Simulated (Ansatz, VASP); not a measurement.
## Two plane-wave programs on Bi2Te3

The input POSCAR:

```
Bi2Te3
1.0
    4.3534683121      0.0000000000      0.0000000000
   -2.1767341560      3.7702141529      0.0000000000
    0.0000000000      0.0000000000     41.0265819916
Te Bi
3 2
Direct
    0.0000000000      0.0000000000      0.4077487542
    0.6666666667      0.3333333333      0.5000000000
    0.3333333333      0.6666666667      0.5922512458
    0.3333333333      0.6666666667      0.4501221357
    0.0000000000      0.0000000000      0.5498778643
```

File INCAR.step1:

```
SYSTEM = Bi2Te3
  PREC = Accurate
  ENCUT = 520
  ISMEAR = 0
  SIGMA = 0.02
  LREAL = .FALSE.
  LASPH = .TRUE.
  NELM = 100
  LDIPOL = .TRUE.
  IDIPOL = 3
  DIPOL = 0.5 0.5 0.500
  NBANDS = 32
  GGA = PE
  ALGO = Normal
  EDIFF = 1E-4
  LWAVE = .TRUE.
  LCHARG = .FALSE.
```

File INCAR.step2:

```
SYSTEM = Bi2Te3
  PREC = Accurate
  ENCUT = 520
  EDIFF = 1E-7
  ISMEAR = 0
  SIGMA = 0.02
  LREAL = .FALSE.
  LASPH = .TRUE.
  NELM = 100
  ALGO = Normal
  ISIF = 2
  LWAVE = .FALSE.
  LCHARG = .TRUE.
  LDIPOL = .TRUE.
  IDIPOL = 3
  DIPOL = 0.5 0.5 0.500
  METAGGA = R2SCAN
  LMIXTAU = .TRUE.
  LELF = .TRUE.
  LVHAR = .TRUE.
  LVACPOTAV = .TRUE.
  NBANDS = 32
  ISTART = 1
```

File KPOINTS:

```
Automatic mesh
0
G
  9 9 1
  0 0 0
```

Input for Ansatz:

```yaml
crystal:
  lattice:
    - [4.3534683121, 0.0, 0.0]
    - [-2.176734156, 3.7702141529, 0.0]
    - [0.0, 0.0, 41.0265819916]
  atoms:
    - { symbol: Te, position: [0.0, 0.0, 0.4077487542] }
    - { symbol: Bi, position: [0.3333333333, 0.6666666667, 0.4501221357] }
    - { symbol: Te, position: [0.6666666667, 0.3333333333, 0.5] }
    - { symbol: Bi, position: [0.0, 0.0, 0.5498778643] }
    - { symbol: Te, position: [0.3333333333, 0.6666666667, 0.5922512458] }
  periodic: [true, true, false]
basis:
  ecutwfc: 500
kpoints:
  mp_grid: { grid: [9, 9, 1] }
  band_path:
    path:
      - [0.0, 0.0, 0.0]
      - [0.05, 0.0, 0.0]
      - [0.1, 0.0, 0.0]
      - [0.15, 0.0, 0.0]
      - [0.2, 0.0, 0.0]
      - [0.25, 0.0, 0.0]
      - [0.3, 0.0, 0.0]
      - [0.35, 0.0, 0.0]
      - [0.4, 0.0, 0.0]
      - [0.45, 0.0, 0.0]
      - [0.5, 0.0, 0.0]
      - [0.4833333333, 0.0333333333, 0.0]
      - [0.4666666667, 0.0666666667, 0.0]
      - [0.45, 0.1, 0.0]
      - [0.4333333333, 0.1333333333, 0.0]
      - [0.4166666667, 0.1666666667, 0.0]
      - [0.4, 0.2, 0.0]
      - [0.3833333333, 0.2333333333, 0.0]
      - [0.3666666667, 0.2666666667, 0.0]
      - [0.35, 0.3, 0.0]
      - [0.3333333333, 0.3333333333, 0.0]
      - [0.3, 0.3, 0.0]
      - [0.2666666667, 0.2666666667, 0.0]
      - [0.2333333333, 0.2333333333, 0.0]
      - [0.2, 0.2, 0.0]
      - [0.1666666667, 0.1666666667, 0.0]
      - [0.1333333333, 0.1333333333, 0.0]
      - [0.1, 0.1, 0.0]
      - [0.0666666667, 0.0666666667, 0.0]
      - [0.0333333333, 0.0333333333, 0.0]
      - [-0.080729, 0.210938, 0.0]
    npoints: 1
hamiltonian:
  xc: r2scan
scf:
  occupations: { method: gaussian, width: 0.02 }
  n_extra_bands: 6
output:
  forces: true
  stress: true
  eigenvalues: true
```

Alike in both runs: task single point; functional r2SCAN; k mesh 9 × 9 × 1; occupations gaussian, width 0.02 eV; no spin polarisation.

```csv
,VASP,Ansatz
version,VASP 6.6.1,Ansatz 0.2.0
potentials or method,"VASP PAW PBE potentials, release 64 (Te, Bi_d), cutoff 520 eV","scalar-relativistic, plane waves, PAW"
valence electrons in the cell,48,78
```

Ansatz gave:

```
gap on the k mesh at the Fermi level (eV) : 1.38
least direct gap on the mesh (eV)         : 1.58
rms of the force components (eV/Å)        : 0.067
```

**Question.** Estimate VASP's values.

**Answer.** gap on the k mesh at the Fermi level (eV): 1.37; least direct gap on the mesh (eV): 1.57; rms of the force components (eV/Å): 0.062.

VASP's potentials were made for PBE, not for r2SCAN. The functional is the same, so the differences come from potentials, cutoffs and numerics. VASP's potentials hold 48 valence electrons a cell and Ansatz's 78, so a difference there can come from the potentials and not from the codes.

Spin-orbit coupling is off throughout.
